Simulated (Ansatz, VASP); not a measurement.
# One calculation of PbSe, two programs

The input POSCAR:

```
PbSe
1.0
    0.0000000000      3.0198883054      3.0198883054
    3.0198883054      0.0000000000      3.0198883054
    3.0198883054      3.0198883054      0.0000000000
Pb Se
1 1
Direct
    0.0000000000      0.0000000000      0.0000000000
    0.5000000000      0.5000000000      0.5000000000
```

File INCAR.step1:

```
PREC = Accurate ; ENCUT = 520
EDIFF = 1E-5 ; ISMEAR = -1
SIGMA = 0.05 ; LREAL = False
LASPH = True ; NELM = 80
ALGO = Normal ; ISIF = 2
LWAVE = True ; GGA = PE
NBANDS = 17
```

File INCAR.step2:

```
PREC = Accurate ; ENCUT = 520
EDIFF = 1E-6 ; ISMEAR = -1
SIGMA = 0.05 ; LREAL = False
LASPH = True ; NELM = 80
ALGO = Normal ; ISIF = 2
LWAVE = False ; LCHARG = True
GGA = PE ; LHFCALC = True
HFSCREEN = 0.2079 ; PRECFOCK = Normal
LELF = True ; LVHAR = True
ISTART = 1 ; NBANDS = 17
```

KPOINTS

```
regular mesh
0
Gamma
  4 4 4
```

Input for Ansatz:

```yaml
crystal:
  lattice:
    - [0.0, 3.01988830541, 3.01988830541]
    - [3.01988830541, 0.0, 3.01988830541]
    - [3.01988830541, 3.01988830541, 0.0]
  atoms:
    - { symbol: Pb, position: [0.0, 0.0, 0.0] }
    - { symbol: Se, position: [0.5, 0.5, 0.5] }
kpoints:
  mp_grid: { grid: [4, 4, 4] }
hamiltonian:
  xc: hse06
  pseudopotentials: { kind: paw }
scf:
  occupations: { method: fermi_dirac, width: 0.05 }
output:
  forces: true
  stress: true
  eigenvalues: true
```

Alike in both runs: task single point; functional HSE06; k mesh 4 × 4 × 4; occupations fermi-dirac, width 0.05 eV; no spin polarisation.

|  | VASP | Ansatz |
| --- | --- | --- |
| version | VASP 6.6.1 | Ansatz 0.2.0 development build |
| potentials or method | VASP PAW PBE potentials, release 64 (Pb_d, Se) | plane waves, PAW datasets (generated soft set 1) |
| plane-wave cutoff (eV) | 520 | 420 |
| valence electrons in the cell | 20 | 30 |

```csv
,VASP,Ansatz,Ansatz less VASP
gap on the k mesh at the Fermi level (eV),0.54,0.54,-0.005
```

VASP's potentials hold 20 valence electrons a cell and Ansatz's 30, so a difference there can come from the potentials and not from the codes. Ansatz's warnings: stress exchange threshold loose, stress scf threshold loose.

The k mesh is coarse, so the values compare programs but aren't converged. Spin-orbit coupling is off throughout.
